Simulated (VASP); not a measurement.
Write the native input for VASP 6.6.1 that does the following.

```yaml
Task: single point
Functional: LDA
Potentials_or_basis: VASP PAW LDA potentials, release 64 (B, O)
Cutoff: 520 eV
k_mesh: 9 × 9 × 4
Occupations: methfessel-paxton, width 0.1 eV
Spin: no spin polarisation
Dipole_correction: no
Further_INCAR_settings: ALGO = Normal; EDIFF = 1e-07; NBANDS = 21
```

The structure of B2O lies in POSCAR:

```
B2O
1.0
    2.8790000000      0.0000000000      0.0000000000
   -1.4395000000      2.4932871400      0.0000000000
    0.0000000000      0.0000000000      7.0520000000
B O
4 2
Direct
    0.0000000000      0.0000000000      0.3800000000
    0.0000000000      0.0000000000      0.6200000000
    0.6666666667      0.3333333333      0.0230000000
    0.3333333333      0.6666666667      0.9770000000
    0.6666666667      0.3333333333      0.3060000000
    0.3333333333      0.6666666667      0.6940000000
```

These files were run (other wordings do the same):

INCAR

```
  PREC = Accurate
  ENCUT = 520
  EDIFF = 1E-7
  ISMEAR = 1
  SIGMA = 0.1
  LREAL = False
  LASPH = True
  NELM = 60
  ALGO = Normal
  ISIF = 2
  LWAVE = False
  LCHARG = False
  GGA = CA
  NBANDS = 21
```

KPOINTS

```
Automatic mesh
0
Gamma
  9 9 4
```

Potentials or basis: VASP PAW LDA potentials, release 64 (B, O).

The run is started by

```sh
$ cat potpaw_LDA.64/B/POTCAR potpaw_LDA.64/O/POTCAR > POTCAR
$ mpirun -np 1 vasp_std > vasp.out
```

It gave:

```json
{"Pressure": "-27.3 GPa", "Largest force": "0.163 eV/Å", "Band gap on the k mesh": "zero (bands 12 and 13 overlap by 1.22 eV)"}
```

Caveat: the cell stands under tension.

Wall time 22 s on 1 thread of Intel(R) Xeon(R) 6975P-C (Granite Rapids), with other jobs on the host, peak memory 0.17 GiB.
